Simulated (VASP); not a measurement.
# CoSi (P2_13) in VASP: a series of runs

Runs on CoSi. Level: PBE. Tasks: relaxation of the atoms.

Program: VASP 6.6.1. These are calculated values, not measurements. Logs are shortened: lines on timing, memory, paths and dates and some standing lists are left out, and cuts for length are marked.

## 1. The cell of the first run

Symmetry: P2_13, No. 198, cubic system. The conventional cell has a = 4.340 Å, b = 4.340 Å, c = 4.340 Å, α = 90.00°, β = 90.00°, γ = 90.00°. Within 3.0 Å of Co (site symmetry 3) lie 7 Si at 2.27 to 2.38 Å and 6 Co at 2.67 Å. Within 3.0 Å of Si (site symmetry 3) lie 7 Co at 2.27 to 2.38 Å and 6 Si at 2.69 Å.

## 2. Relaxation of the atoms, PBE (10.22 Å³/atom)

Input file INCAR:

```
SYSTEM = CoSi
PREC = Accurate ; ENCUT = 520
EDIFF = 1E-6 ; ISMEAR = 0
SIGMA = 0.1 ; LREAL = .False.
LASPH = .True. ; NELM = 80
ALGO = Normal ; ISIF = 2
LWAVE = .False. ; LCHARG = .False.
GGA = PE ; IBRION = 2
NSW = 50 ; EDIFFG = -0.01
```

Input file KPOINTS:

```
regular mesh
0
Gamma
  8 8 8
  0 0 0
```

Input file POSCAR:

```
CoSi
1.0
    4.3403981963      0.0000000000      0.0000000000
    0.0000000000      4.3403981963      0.0000000000
    0.0000000000      0.0000000000      4.3403981963
Co Si
4 4
Direct
    0.1461026345      0.1461026345      0.1461026345
    0.3538973655      0.8538973655      0.6461026345
    0.6461026345      0.3538973655      0.8538973655
    0.8538973655      0.6461026345      0.3538973655
    0.8435370564      0.8435370564      0.8435370564
    0.6564629436      0.1564629436      0.3435370564
    0.3435370564      0.6564629436      0.1564629436
    0.1564629436      0.3435370564      0.6564629436
```

Potentials or basis: VASP PAW PBE potentials, release 64 (Co, Si).

Command:

```sh
$ cat potpaw_PBE.64/Co/POTCAR potpaw_PBE.64/Si/POTCAR > POTCAR
$ mpirun -np 1 vasp_std > vasp.out
```

OUTCAR:

```text
SYSTEM = CoSi
   PREC = Accurate
   ENCUT = 520
   EDIFF = 1E-6
   ISMEAR = 0
   LREAL = .False.
   LASPH = .True.
   NELM = 80
   ISIF = 2
   GGA = PE
   IBRION = 2
   NSW = 50
   EDIFFG = -0.01

 ion  position               nearest neighbor table
   1  0.146  0.146  0.146-   5 2.27   6 2.29   7 2.29   8 2.29   7 2.38   8 2.38   6 2.38   3 2.67
                             4 2.67   2 2.67   2 2.67   4 2.67   3 2.67
   2  0.354  0.854  0.646-   6 2.27   5 2.29   7 2.29   8 2.29   7 2.38   8 2.38   5 2.38   1 2.67
                             1 2.67   3 2.67   3 2.67   4 2.67   4 2.67
   3  0.646  0.354  0.854-   7 2.27   6 2.29   5 2.29   8 2.29   8 2.38   6 2.38   5 2.38   1 2.67
                             4 2.67   2 2.67   2 2.67   4 2.67   1 2.67
   4  0.854  0.646  0.354-   8 2.27   6 2.29   7 2.29   5 2.29   6 2.38   5 2.38   7 2.38   1 2.67
                             3 2.67   2 2.67   1 2.67   2 2.67   3 2.67
   5  0.844  0.844  0.844-   1 2.27   2 2.29   3 2.29   4 2.29   3 2.38   4 2.38   2 2.38   6 2.69
                             7 2.69   8 2.69   6 2.69   8 2.69   7 2.69
   6  0.656  0.156  0.344-   2 2.27   1 2.29   3 2.29   4 2.29   3 2.38   4 2.38   1 2.38   8 2.69
                             5 2.69   5 2.69   7 2.69   7 2.69   8 2.69
   7  0.344  0.656  0.156-   3 2.27   2 2.29   1 2.29   4 2.29   4 2.38   2 2.38   1 2.38   8 2.69
                             5 2.69   8 2.69   6 2.69   6 2.69   5 2.69
   8  0.156  0.344  0.656-   4 2.27   2 2.29   3 2.29   1 2.29   2 2.38   1 2.38   3 2.38   7 2.69
                             5 2.69   7 2.69   5 2.69   6 2.69   6 2.69

  LATTYP: Found a simple cubic cell.
 ALAT       =     4.3403981963

  Lattice vectors:

 A1 = (   4.3403981963,   0.0000000000,   0.0000000000)
 A2 = (   0.0000000000,   4.3403981963,   0.0000000000)
 A3 = (   0.0000000000,   0.0000000000,   4.3403981963)

Analysis of symmetry for initial positions (statically):
=====================================================================
 Subroutine PRICEL returns:
 Original cell was already a primitive cell.

 Routine SETGRP: Setting up the symmetry group for a
 simple cubic supercell.

 Subroutine GETGRP returns: Found 12 space group operations
 (whereof  3 operations were pure point group operations)
 out of a pool of 48 trial point group operations.

The static configuration has the point symmetry C_3 .
 The point group associated with its full space group is T   .

Analysis of symmetry for dynamics (positions and initial velocities):
=====================================================================
 Subroutine PRICEL returns:
 Original cell was already a primitive cell.

 Routine SETGRP: Setting up the symmetry group for a
 simple cubic supercell.

 Subroutine GETGRP returns: Found 12 space group operations
 (whereof  3 operations were pure point group operations)
 out of a pool of 48 trial point group operations.

The dynamic configuration has the point symmetry C_3 .
 The point group associated with its full space group is T   .

 Subroutine INISYM returns: Found 12 space group operations
 (whereof  3 operations are pure point group operations),
 and found     1 'primitive' translations

----------------------------------------------------------------------------------------

                                     Primitive cell

  volume of cell :      81.7690

  direct lattice vectors                    reciprocal lattice vectors
     4.340398196  0.000000000  0.000000000     0.230393608  0.000000000  0.000000000
     0.000000000  4.340398196  0.000000000     0.000000000  0.230393608  0.000000000
     0.000000000  0.000000000  4.340398196     0.000000000  0.000000000  0.230393608

  length of vectors
     4.340398196  4.340398196  4.340398196     0.230393608  0.230393608  0.230393608

  position of ions in fractional coordinates (direct lattice)
     0.146102634  0.146102634  0.146102634
     0.353897366  0.853897366  0.646102634
     0.646102634  0.353897366  0.853897366
     0.853897366  0.646102634  0.353897366
     0.843537056  0.843537056  0.843537056
     0.656462944  0.156462944  0.343537056
     0.343537056  0.656462944  0.156462944
     0.156462944  0.343537056  0.656462944

  ion indices of the primitive-cell ions
   primitive index   ion index
                 1           1
                 2           2
                 3           3
                 4           4
                 5           5
                 6           6
                 7           7
                 8           8

----------------------------------------------------------------------------------------

 KPOINTS: regular mesh

Automatic generation of k-mesh.
 Grid dimensions read from file:
 generate k-points for:    8    8    8

 Generating k-lattice:

  Cartesian coordinates                     Fractional coordinates (reciprocal lattice)
     0.028799201  0.000000000  0.000000000     0.125000000  0.000000000  0.000000000
     0.000000000  0.028799201  0.000000000     0.000000000  0.125000000  0.000000000
     0.000000000  0.000000000  0.028799201     0.000000000  0.000000000  0.125000000

  Length of vectors
     0.028799201  0.028799201  0.028799201

  Shift w.r.t. Gamma in fractional coordinates (k-lattice)
     0.000000000  0.000000000  0.000000000

 Subroutine IBZKPT returns following result:
 ===========================================

 Found     45 irreducible k-points:

 Following reciprocal coordinates:
            Coordinates               Weight
  0.000000  0.000000  0.000000      1.000000
  0.125000  0.000000  0.000000      6.000000
  0.250000  0.000000  0.000000      6.000000
  0.375000  0.000000  0.000000      6.000000
  0.500000  0.000000  0.000000      3.000000
  0.125000  0.125000  0.000000     12.000000
[... 16 lines left out ...]
  0.250000  0.125000  0.125000     24.000000
  0.375000  0.125000  0.125000     24.000000
 [... further k-points ...]
   k-points           NKPTS =     45   k-points in BZ     NKDIM =     45   number of bands    NBANDS=     31
   number of dos      NEDOS =    301   number of ions     NIONS =      8
   total plane-waves  NPLWV =  32768
   dimension x,y,z NGX =    32 NGY =   32 NGZ =   32
   dimension x,y,z NGXF=    64 NGYF=   64 NGZF=   64
   ions per type =               4   4
   NGX,Y,Z   is equivalent  to a cutoff of  12.26, 12.26, 12.26 a.u.
   NGXF,Y,Z  is equivalent  to a cutoff of  24.51, 24.51, 24.51 a.u.
 SYSTEM =  CoSi
   PREC   = accura    normal or accurate (medium, high low for compatibility)
   ISTART =      0    job   : 0-new  1-cont  2-samecut
   ICHARG =      2    charge: 1-file 2-atom 10-const
   ISPIN  =      1    spin polarized calculation?
   LNONCOLLINEAR =      F non collinear calculations
   LSORBIT =      F    spin-orbit coupling
   LASPH  =      T    aspherical Exc in radial PAW
   ENCUT  =  520.0 eV  38.22 Ry    6.18 a.u.   8.07  8.07  8.07*2*pi/ulx,y,z
   NELM   =     80;   NELMIN=  2; NELMDL= -5     # of ELM steps
   EDIFF  = 0.1E-05   stopping-criterion for ELM
   LREAL  =      F    real-space projection
   EDIFFG = -.1E-01   stopping-criterion for IOM
   NSW    =     50    number of steps for IOM
   IBRION =      2    ionic relax: 0-MD 1-quasi-New 2-CG
   NFREE  =      1    steps in history (QN), initial steepest desc. (CG)
   ISIF   =      2    stress and relaxation
   ISYM   =      2    0-nonsym 1-usesym 2-fastsym
   POTIM  = 0.5000    time-step for ionic-motion
   TEBEG  =    0.0;   TEEND  =   0.0 temperature during run
   PSTRESS=    0.0 pullay stress
   NELECT =      52.0000    total number of electrons
   NUPDOWN=      -1.0000    fix difference up-down
   EMIN   =  10.00;   EMAX   =-10.00  energy-range for DOS
   EFERMI =   0.00;   METHOD = LEGACY
   ISMEAR =     0;   SIGMA  =   0.10  broadening in eV -4-tet -1-fermi 0-gaus
   EFERMI_NEDOS =   21; number of points for ismear=-14 and -15
   IALGO  =     38    algorithm
   IMIX   =      4    mixing-type and parameters
     AMIX     =   0.40;   BMIX     =  1.00
     AMIX_MAG =   1.60;   BMIX_MAG =  1.00
  volume/ion in A,a.u.               =      10.22        68.98
  Fermi-wavevector in a.u.,A,eV,Ry     =   1.407818  2.660389 26.966070  1.981950
  Thomas-Fermi vector in A             =   2.530038
   LORBIT       =      0    0 simple, 1 ext, 2 COOP (PROOUT), +10 PAW based schemes
   GGA     = PE    functional components
   LHFCALC =     F    Hartree Fock is set to
   AEXX    =    0.0000 exact exchange contribution
   IVDW    =     0    specifies the selected vdW correction
   LEPSILON=     F    determine dielectric tensor
   LRPA    =     F    only Hartree local field effects (RPA)
 conjugate gradient relaxation of ions
 non-spin polarized calculation
 Gauss-broadening in eV      SIGMA  =   0.10
  energy-cutoff  :      520.00
  volume of cell :       81.77
 maximum number of plane-waves:      2272
   NGX = 17   NGY = 17   NGZ = 17

--------------------------------------- Ionic step        1  -------------------------------------------

 number of electron      51.9999981 magnetization

 Free energy of the ion-electron system (eV)
  ---------------------------------------------------
  ext. energy  EPLUGINS =         0.00000000
  ---------------------------------------------------
  free energy    TOTEN  =       -54.51355871 eV

  energy without entropy =      -54.50760813  energy(sigma->0) =      -54.51058342

------------------------ aborting loop because EDIFF is reached ----------------------------------------

  FORCE on cell =-STRESS in cart. coord.  units (eV):
  Direction    XX          YY          ZZ          XY          YZ          ZX
  --------------------------------------------------------------------------------------
  -------------------------------------------------------------------------------------
  Total        8.0092195      8.0092195      8.0092195      0.0000000      0.0000000      0.0000000
  in kB      156.9321966    156.9321966    156.9321966      0.0000000      0.0000000      0.0000000
  external PRESSURE =     156.9321966 kB  Pullay stress =       0.0000000 kB
[... 153 lines left out ...]
  energy  without entropy=      -54.5086891798  energy(sigma->0) =      -54.51163894

--------------------------------------- Ionic step        5  -------------------------------------------

 number of electron      51.9999967 magnetization

 Free energy of the ion-electron system (eV)
  ---------------------------------------------------
  ext. energy  EPLUGINS =         0.00000000
  ---------------------------------------------------
  free energy    TOTEN  =       -54.51462180 eV

  energy without entropy =      -54.50872243  energy(sigma->0) =      -54.51167211

 E-fermi :  13.0942     XC(G=0): -13.1837

 val. band max:       13.0824395430   @ k =   0.5000   0.5000   0.3750
 cond. band min:      13.2312488510   @ k =   0.3750   0.3750   0.3750
 fundamental gap:      0.1488093080
 Fermi energy:        13.0941641176

 k-point     1 :       0.0000    0.0000    0.0000
  band No.  band energies     occupation
      1      -1.1175      2.00000
      2       4.5962      2.00000
      3       4.5962      2.00000
      4       4.5962      2.00000
      5       7.3054      2.00000
      6       7.3054      2.00000
[... 805 lines left out ...]
     30      15.2632      0.00000
     31      16.1760      0.00000

 [... further k-points ...]

------------------------ aborting loop because EDIFF is reached ----------------------------------------

  FORCE on cell =-STRESS in cart. coord.  units (eV):
  Direction    XX          YY          ZZ          XY          YZ          ZX
  --------------------------------------------------------------------------------------
  -------------------------------------------------------------------------------------
  Total        7.9168192      7.9168192      7.9168192      0.0000000     -0.0000000      0.0000000
  in kB      155.1217103    155.1217103    155.1217103      0.0000000     -0.0000000      0.0000000
  external PRESSURE =     155.1217103 kB  Pullay stress =       0.0000000 kB
[... 23 lines left out ...]
  FREE ENERGIE OF THE ION-ELECTRON SYSTEM (eV)
  ---------------------------------------------------
  free  energy   TOTEN  =       -54.5146217995 eV

  energy  without entropy=      -54.5087224288  energy(sigma->0) =      -54.51167211

 reached required accuracy - stopping structural energy minimisation
```

It took 2.2 min on 1 thread of AMD EPYC 9R14 (Zen 4), shared host; peak memory 0.21 GiB.

Results:

```
Free energy               : -54.5146 eV
Energy gained by relaxing : 0.1 meV/atom
Ionic steps               : 5
Pressure after relaxing   : 15.5 GPa
Band gap on the k mesh    : zero (bands 26 and 27 overlap by 0.23 eV)
```

Forces on the atoms (eV/Å):
```
Co   0.001  0.001  0.001
Co  -0.001 -0.001  0.001
Co   0.001 -0.001 -0.001
Co  -0.001  0.001 -0.001
Si  -0.001 -0.001 -0.001
Si   0.001  0.001 -0.001
Si  -0.001  0.001  0.001
Si   0.001 -0.001  0.001
```

Step by step:
```csv
step,energy change (eV),largest force (eV/Å),pressure (GPa)
1,0.0000,0.0642,15.69
2,-0.0009,0.0327,15.63
3,-0.0010,0.0136,15.57
4,-0.0010,0.0124,15.56
5,-0.0011,0.0022,15.51
```

Final structure:
```
CELL_PARAMETERS angstrom
4.34040 0.00000 0.00000
0.00000 4.34040 0.00000
0.00000 0.00000 4.34040
ATOMIC_POSITIONS crystal
Co 0.14689 0.14689 0.14689
Co 0.35311 0.85311 0.64689
Co 0.64689 0.35311 0.85311
Co 0.85311 0.64689 0.35311
Si 0.84396 0.84396 0.84396
Si 0.65604 0.15604 0.34396
Si 0.34396 0.65604 0.15604
Si 0.15604 0.34396 0.65604
```

[end of part 1 of 2]

The gap in the log of VASP goes by the Fermi energy; the results here count the filled bands.